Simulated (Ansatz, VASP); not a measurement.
Sb in VASP and in Ansatz

The input POSCAR:

```
Sb
1.0
    3.1600000000      0.0000000000      0.0000000000
    0.0000000000      2.6860000000      0.0000000000
    0.0000000000      0.0000000000      3.1600000000
Sb
1
Direct
    0.0000000000      0.0000000000      0.0000000000
```

INCAR.step1

```
SYSTEM = Sb
ALGO = Normal
EDIFF = 1E-4
ENCUT = 520
GGA = PE
ISMEAR = 0
LASPH = .True.
LCHARG = .False.
LREAL = .False.
LWAVE = .True.
NBANDS = 8
NELM = 100
PREC = Accurate
SIGMA = 0.15
```

The input INCAR.step2:

```
SYSTEM = Sb
ALGO = Normal
EDIFF = 1E-6
ENCUT = 520
ISIF = 2
ISMEAR = 0
ISTART = 1
LASPH = .True.
LCHARG = .True.
LELF = .True.
LMIXTAU = .True.
LREAL = .False.
LVHAR = .True.
LWAVE = .False.
METAGGA = R2SCAN
NBANDS = 8
NELM = 100
PREC = Accurate
SIGMA = 0.15
```

File KPOINTS:

```
k-points
0
Gamma
  16 16 16
  0 0 0
```

Input for Ansatz:

```yaml
crystal:
  lattice:
    - [3.16, 0.0, 0.0]
    - [0.0, 2.686, 0.0]
    - [0.0, 0.0, 3.16]
  atoms:
    - { symbol: Sb, position: [0.0, 0.0, 0.0] }
basis:
  ecutwfc: 500
kpoints:
  mp_grid: { grid: [16, 16, 16] }
hamiltonian:
  xc: r2scan
scf:
  occupations: { method: gaussian, width: 0.15 }
output:
  forces: true
  stress: true
  eigenvalues: true
```

Change from the starting cell: strain -0.1500 x Voigt [0, 1, 0, 0, 0, 0], atoms carried along.

Alike in both runs: task single point; functional r2SCAN; k mesh 16 × 16 × 16; occupations gaussian, width 0.15 eV; no spin polarisation.

|  | VASP | Ansatz |
| --- | --- | --- |
| version | VASP 6.6.1 | Ansatz 0.2.0 |
| potentials or method | VASP PAW PBE potentials, release 64 (Sb), cutoff 520 eV | scalar-relativistic, plane waves, PAW |
| valence electrons in the cell | 5 | 15 |

|  | VASP | Ansatz | Ansatz less VASP |
| --- | --- | --- | --- |
| gap on the k mesh at the Fermi level (eV) | none | none | - |
| pressure (GPa) | 11.8 | 11.5 | -0.28 |
| traceless stress, the component that is largest in VASP (GPa) | 26.43 | 26.03 | -0.392 |

VASP's potentials were made for PBE, not for r2SCAN. A gap of «none» marks a metal or a gap that the smearing closes. The functional is the same, so the differences come from potentials, cutoffs and numerics. VASP's potentials hold 5 valence electrons a cell and Ansatz's 15, so a difference there can come from the potentials and not from the codes.

Spin-orbit coupling is off throughout.
